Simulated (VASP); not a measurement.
Input of a VASP 6.6.1 run:

Contents of INCAR:

```
SYSTEM = GaN
ALGO = Normal ; EDIFF = 1E-6
ENCUT = 520 ; GGA = PE
ISIF = 2 ; ISMEAR = -1
LASPH = .True. ; LCHARG = .True.
LELF = .True. ; LREAL = .False.
LVHAR = .True. ; LWAVE = .False.
NBANDS = 16 ; NELM = 100
PREC = Accurate ; SIGMA = 0.02
```

Contents of KPOINTS:

```
k-points
0
Gamma
  10 10 10
  0 0 0
```

POSCAR

```
GaN
1.0
    0.0000000000      2.2489526313      2.2489526313
    2.2489526313      0.0000000000      2.2489526313
    2.2489526313      2.2489526313      0.0000000000
Ga N
1 1
Direct
    0.0000000000      0.0000000000      0.0000000000
    0.7500000000      0.7500000000      0.7500000000
```

Potentials or basis: VASP PAW PBE potentials, release 64 (Ga_d, N).

Run with:

```sh
$ cat potpaw_PBE.64/Ga_d/POTCAR potpaw_PBE.64/N/POTCAR > POTCAR
$ mpirun -np 1 vasp_std > vasp.out
```

What does it give for the band gap on the k mesh?

1.76 eV, direct.

What does it give for the pressure?

6.3 GPa.
